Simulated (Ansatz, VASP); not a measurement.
# Two plane-wave programs on S

```
S
1.0
     1.64158   -7.20509    0.00000
     1.64158    7.20509    0.00000
     0.00000    0.00000    3.32459
S
4
Cartesian
  1.6416 5.3879 3.3246
  1.6416 -1.8172 1.6623
  1.6416 -5.3879 0.0000
  1.6416 1.8172 1.6623
```

Alike in both runs: functional PBEsol; k mesh 14 × 14 × 12; occupations gaussian, width 0.1 eV; no spin polarisation.

Ansatz relaxed the structure, and its values are those at the end. VASP's run is a single point on that final structure, the one shown.

|  | VASP | Ansatz |
| --- | --- | --- |
| version | VASP 6.6.1 | Ansatz 0.2.0 |
| potentials or method | VASP PAW PBE potentials, release 64 (S), cutoff 520 eV | scalar-relativistic, plane waves, PAW |
| valence electrons in the cell | 24 | 24 |

|  | VASP | Ansatz | Ansatz less VASP |
| --- | --- | --- | --- |
| gap on the k mesh at the Fermi level (eV) | none | none | - |
| pressure (GPa) | 0.0 | 0.0 | +0.01 |

VASP's potentials were made for PBE, not for PBEsol. A gap of «none» marks a metal or a gap that the smearing closes.
